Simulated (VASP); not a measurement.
# Ir (Fm-3m) in VASP: a series of runs, part 2 of 2

VASP 6.6.1.

## 5. Single point, PBE

Input file INCAR:

```
SYSTEM = Ir
PREC = Accurate ; ENCUT = 520
EDIFF = 1E-7 ; ISMEAR = 0
SIGMA = 0.022 ; LREAL = .FALSE.
LASPH = .TRUE. ; NELM = 60
ALGO = Normal ; ISIF = 2
LWAVE = .FALSE. ; LCHARG = .FALSE.
GGA = PE ; NBANDS = 10
```

Input file KPOINTS:

```
Automatic mesh
0
G
  12 12 12
  0 0 0
```

Input file POSCAR:

```
Ir
1.0
    0.0000000000      1.9156000000      1.9156000000
    1.9156000000      0.0000000000      1.9156000000
    1.9156000000      1.9156000000      0.0000000000
Ir
1
Direct
    0.0000000000      0.0000000000      0.0000000000
```

Command:

```bash
cat potpaw_PBE.64/Ir/POTCAR > POTCAR
mpirun -np 1 vasp_std > vasp.out
```

Run time: 13 s. Hardware: 1 thread of AMD EPYC 7R13, shared host; peak memory 0.1 GiB.

It converged, with:

```
Free energy : -8.8513 eV
Pressure    : 11.8 GPa
```

Levels at points of the mesh, in eV from the Fermi level:
```tsv
k point	band 1	band 2	band 3	band 4	band 5	band 6	band 7	band 8
(0.00, 0.00, 0.00)	-11.22	-3.95	-3.95	-3.95	-1.24	-1.24	14.29	19.91
(0.50, 0.00, 0.00)	-8.20	-4.06	-4.06	-0.81	0.88	0.88	7.30	13.83
(0.50, 0.50, 0.00)	-8.02	-7.44	0.84	1.46	1.46	1.67	10.57	11.71
```

Caveat: spin-orbit coupling is left out, which moves the levels of the heavy elements.

## 6. Single point, PBE

Input file INCAR:

```
PREC = Accurate
ENCUT = 520
EDIFF = 1E-7
ISMEAR = 0
SIGMA = 0.023
LREAL = F
LASPH = T
NELM = 60
ALGO = Normal
ISIF = 2
LWAVE = F
LCHARG = T
GGA = PE
LELF = T
LVHAR = T
NBANDS = 10
```

Input file KPOINTS:

```
Automatic mesh
0
Gamma
  12 12 12
```

POSCAR is that of step 5.

Potentials or basis: VASP PAW PBE potentials, release 64 (Ir).

Command:

```bash
cat potpaw_PBE.64/Ir/POTCAR > POTCAR
mpirun -np 1 vasp_std > vasp.out
```

OUTCAR:

```text
PREC = Accurate
   ENCUT = 520
   EDIFF = 1E-7
   ISMEAR = 0
   LREAL = F
   LASPH = T
   NELM = 60
   ISIF = 2
   GGA = PE

 ion  position               nearest neighbor table
   1  0.000  0.000  0.000-

  LATTYP: Found a face centered cubic cell.
 ALAT       =     3.8312000000

  Lattice vectors:

 A1 = (   0.0000000000,   1.9156000000,   1.9156000000)
 A2 = (   1.9156000000,   0.0000000000,   1.9156000000)
 A3 = (   1.9156000000,   1.9156000000,   0.0000000000)

Analysis of symmetry for initial positions (statically):
[... 480 lines left out ...]
      2       5.7152      2.00000
      3       7.3160      2.00000
      4       7.5011      2.00000
      5      10.9713      0.00000
      6      14.3178      0.00000
      7      17.8202      0.00000
      8      25.8542      0.00000
      9      28.1355      0.00000
     10      30.1620      0.00000

 [... further k-points ...]
[... 5 lines left out ...]
  --------------------------------------------------------------------------------------
  -------------------------------------------------------------------------------------
  Total        1.0325506      1.0325506      1.0325506     -0.0000000      0.0000000      0.0000000
  in kB      117.6731716    117.6731716    117.6731716     -0.0000000      0.0000000      0.0000000
  external PRESSURE =     117.6731716 kB  Pullay stress =       0.0000000 kB

 VOLUME and BASIS-vectors are now :
 -----------------------------------------------------------------------------
  energy-cutoff  :      520.00
  volume of cell :       14.06
      direct lattice vectors                 reciprocal lattice vectors
     0.000000000  1.915600000  1.915600000    -0.261014826  0.261014826  0.261014826
     1.915600000  0.000000000  1.915600000     0.261014826 -0.261014826  0.261014826
     1.915600000  1.915600000  0.000000000     0.261014826  0.261014826 -0.261014826

 POSITION                                       TOTAL-FORCE (eV/Angst)
 -----------------------------------------------------------------------------------
      0.00000      0.00000      0.00000         0.000000      0.000000      0.000000
 -----------------------------------------------------------------------------------
    total drift:                               -0.000000     -0.000000     -0.000000

  FREE ENERGIE OF THE ION-ELECTRON SYSTEM (eV)
  ---------------------------------------------------
  free  energy   TOTEN  =        -8.8513614598 eV

  energy  without entropy=       -8.8510661639  energy(sigma->0) =       -8.85121381
```

OSZICAR:

```text
N       E                     dE             d eps       ncg     rms          rms(c)
DAV:   1     0.489827402816E+02    0.48983E+02   -0.42911E+03  1448   0.817E+02
DAV:   2    -0.850093811628E+01   -0.57484E+02   -0.54537E+02  1468   0.200E+02
DAV:   3    -0.939926332618E+01   -0.89833E+00   -0.89695E+00  1710   0.300E+01
DAV:   4    -0.940697244463E+01   -0.77091E-02   -0.77079E-02  1650   0.260E+00
DAV:   5    -0.940712200781E+01   -0.14956E-03   -0.14956E-03  1696   0.337E-01    0.155E+01
DAV:   6    -0.894698171012E+01    0.46014E+00   -0.77893E-01  1620   0.109E+01    0.636E+00
DAV:   7    -0.885760289461E+01    0.89379E-01   -0.27044E-01  1708   0.593E+00    0.145E+00
DAV:   8    -0.885628225587E+01    0.13206E-02   -0.20584E-03  1552   0.448E-01    0.128E+00
DAV:   9    -0.885136725211E+01    0.49150E-02   -0.30941E-03  1610   0.788E-01    0.409E-02
DAV:  10    -0.885135913045E+01    0.81217E-05   -0.31769E-05  2046   0.646E-02    0.382E-02
DAV:  11    -0.885136141736E+01   -0.22869E-05   -0.25986E-06  1574   0.176E-02    0.517E-03
DAV:  12    -0.885136145985E+01   -0.42488E-07   -0.21555E-08  1006   0.138E-03
   1 F= -.88513615E+01 E0= -.88512138E+01  d E =-.295296E-03
```

Wall time 15 s (1 thread of AMD EPYC 7R13, shared host); peak memory 0.1 GiB.

Results:

- Free energy: -8.8514 eV
- Pressure: 11.8 GPa

Caveat: spin-orbit coupling is left out, which moves the levels of the heavy elements.

## 7. Summary

| smearing | gap on the mesh (eV) | pressure (GPa) |
| --- | --- | --- |
| gaussian 0.018 eV | none | 11.8 |
| gaussian 0.02 eV | none | 11.8 |
| gaussian 0.021 eV | none | 11.8 |
| gaussian 0.022 eV | none | 11.8 |
| gaussian 0.023 eV | none | 11.8 |

Alike in all rows: task single point; level PBE; potentials or basis VASP PAW PBE potentials, release 64 (Ir); no spin polarisation; cell as given; k mesh 12 × 12 × 12; cutoff (eV) 520.

Every run on the cell as given and a fine mesh finds a metal.

Caveats: spin-orbit coupling is left out, which moves the levels of the heavy elements.

Absolute energies hang on the potentials; compare differences alone.
